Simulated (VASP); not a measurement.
Write the native input for VASP 6.6.1 that does the following.

```
Task                   : single point
Functional             : PBE
Potentials or basis    : VASP PAW PBE potentials, release 64 (Sb, Bi_d, In_d)
Cutoff                 : 520 eV
k mesh                 : 4 × 4 × 4
Occupations            : fermi-dirac, width 0.02 eV
Spin                   : no spin polarisation
Dipole correction      : no
Further INCAR settings : ALGO = Normal; EDIFF = 1e-06; NBANDS = 51
```

The structure of In4BiSb3 lies in POSCAR:

```
In4BiSb3
1.0
    4.6380190044      0.0000000000      0.0000000000
    0.0000000000      4.6373566620      6.5427536693
    0.0000000000     -4.6373566620      6.5427536693
Sb Bi In
3 1 4
Direct
    0.0000000000     -0.0001885286     -0.0001885286
    0.5000000000     -0.0005235520      0.5005362494
    0.5000000000      0.5005362494     -0.0005235520
    0.0000000000      0.5003612896      0.5003612896
    0.5000000000      0.8752379563      0.8752379563
    0.0000000000      0.8804833923      0.3728202550
    0.0000000000      0.3728202550      0.8804833923
    0.5000000000      0.3712729380      0.3712729380
```

One way to write it, as run:

INCAR

```
ALGO = Normal
EDIFF = 1E-6
ENCUT = 520
GGA = PE
ISIF = 2
ISMEAR = -1
LASPH = T
LCHARG = F
LREAL = F
LWAVE = F
NBANDS = 51
NELM = 80
PREC = Accurate
SIGMA = 0.02
```

KPOINTS

```
k-points
0
Gamma
  4 4 4
```

Potentials or basis: VASP PAW PBE potentials, release 64 (Sb, Bi_d, In_d).

Command:

```bash
$ cat potpaw_PBE.64/Sb/POTCAR potpaw_PBE.64/Bi_d/POTCAR potpaw_PBE.64/In_d/POTCAR > POTCAR
$ mpirun -np 1 vasp_std > vasp.out
```

Results of the run:

```yaml
Pressure: 2.5 GPa
Largest_force: 0.025 eV/Å
Band_gap_on_the_k_mesh: 0.02 eV
```

Caveat: spin-orbit coupling is left out, which moves the levels of the heavy elements.

Run time: 4.5 min on 1 thread of Intel(R) Xeon(R) Platinum 8259CL CPU @ 2.50GHz (Skylake/Cascade Lake) (shared host), peak memory 0.51 GiB.
